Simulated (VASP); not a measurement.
Set up this calculation in VASP 6.6.1, as the native input.

```
Task                   : single point
Functional             : PBE
Potentials or basis    : VASP PAW PBE potentials, release 64 (Si, C)
Cutoff                 : 520 eV
k mesh                 : 10 × 10 × 10
Occupations            : fermi-dirac, width 0.02 eV
Spin                   : no spin polarisation
Dipole correction      : no
Further INCAR settings : ALGO = Normal; EDIFF = 1e-06; NBANDS = 11
```

The structure of SiC lies in POSCAR:

```
SiC
1.0
    0.0000000000      2.0717633977      2.2435524377
    2.0717633977      0.0000000000      2.2435524377
    2.0717633977      2.0717633977      0.0000000000
Si C
1 1
Direct
    0.0000000000      0.0000000000      0.0000000000
    0.2500000000      0.2500000000      0.2500000000
```

This cell differs from its parent crystal: epitaxial xy strain -4.9%.

These files were run (other wordings do the same):

INCAR

```
SYSTEM = SiC
PREC     = Accurate       ! precision mode
ENCUT    = 520            ! plane-wave cutoff, eV
EDIFF    = 1E-6           ! SCF threshold, eV
ISMEAR   = -1             ! smearing method
SIGMA    = 0.02           ! smearing width, eV
LREAL    = .FALSE.        ! projectors in reciprocal space
LASPH    = .TRUE.         ! aspherical terms in the spheres
NELM     = 60             ! most SCF steps
ALGO     = Normal         ! electronic algorithm
ISIF     = 2              ! what is computed and relaxed
LWAVE    = .FALSE.        ! write WAVECAR
LCHARG   = .FALSE.        ! write CHGCAR
GGA      = PE             ! functional
NBANDS   = 11             ! bands
```

KPOINTS

```
Automatic mesh
0
G
  10 10 10
  0 0 0
```

Potentials or basis: VASP PAW PBE potentials, release 64 (Si, C).

Run with:

```sh
$ cat potpaw_PBE.64/Si/POTCAR potpaw_PBE.64/C/POTCAR > POTCAR
$ mpirun -np 1 vasp_std > vasp.out
```

Results of the run:

```yaml
Pressure: 21.2 GPa
Band_gap_on_the_k_mesh: 0.83 eV, indirect (least direct gap 4.53 eV)
```

Caveat: the cell differs from its parent crystal (epitaxial xy strain -4.9%).

Run time: 29 s on 1 thread of AMD EPYC 7R13, on a shared host, peak memory 0.12 GiB.
